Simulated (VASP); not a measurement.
Ta5Br3, 8 atoms in the cell. Symmetry: Pmmm, No. 47, orthorhombic system. The conventional cell has a = 3.138 Å, b = 5.014 Å, c = 9.948 Å, α = 90.00°, β = 90.00°, γ = 90.00°. Within 3.9 Å of Ta (site symmetry mmm) lie 8 Br at 2.96 to 3.78 Å and 6 Ta at 3.04 to 3.14 Å. Within 3.7 Å of Ta (site symmetry mmm) lie 10 Ta at 2.84 to 3.14 Å and 4 Br at 3.30 Å. Ta (site symmetry mmm) has 4 Br at 2.66 Å and 10 Ta at 2.96 to 3.45 Å within 3.5 Å. Ta (site symmetry mm2) has 8 Ta at 2.84 to 3.45 Å and 6 Br at 2.97 to 3.61 Å within 3.7 Å. Br (site symmetry mm2) has 8 Ta at 2.66 to 3.30 Å and 4 Br at 3.14 to 3.24 Å within 3.5 Å. Within 3.9 Å of Br (site symmetry mmm) lie 8 Ta at 2.96 to 3.61 Å and 6 Br at 3.14 to 3.24 Å. 

* Program: VASP 6.6.1
* Task: single point
* Functional: PBE
* Potentials or basis: VASP PAW PBE potentials, release 64 (Ta_pv, Br)
* Cutoff: 520 eV
* k mesh: 4 × 4 × 2
* Occupations: gaussian, width 0.2 eV
* Spin: no spin polarisation
* Dipole correction: no
* Further INCAR settings: ALGO = Normal; EDIFF = 1e-06; NBANDS = 48

Potentials or basis: VASP PAW PBE potentials, release 64 (Ta_pv, Br).

Run with:

```console
$ cat potpaw_PBE.64/Ta_pv/POTCAR potpaw_PBE.64/Br/POTCAR > POTCAR
$ mpirun -np 1 vasp_std > vasp.out
```

Hardware: 1 thread of Intel(R) Xeon(R) 6975P-C (Granite Rapids), on a shared host.

Estimate the wall time of this run.

Wall time 75 s on 1 thread of Intel(R) Xeon(R) 6975P-C (Granite Rapids), with other jobs on the host, peak memory 0.31 GiB. Counts: scf iterations 18, k points 18.
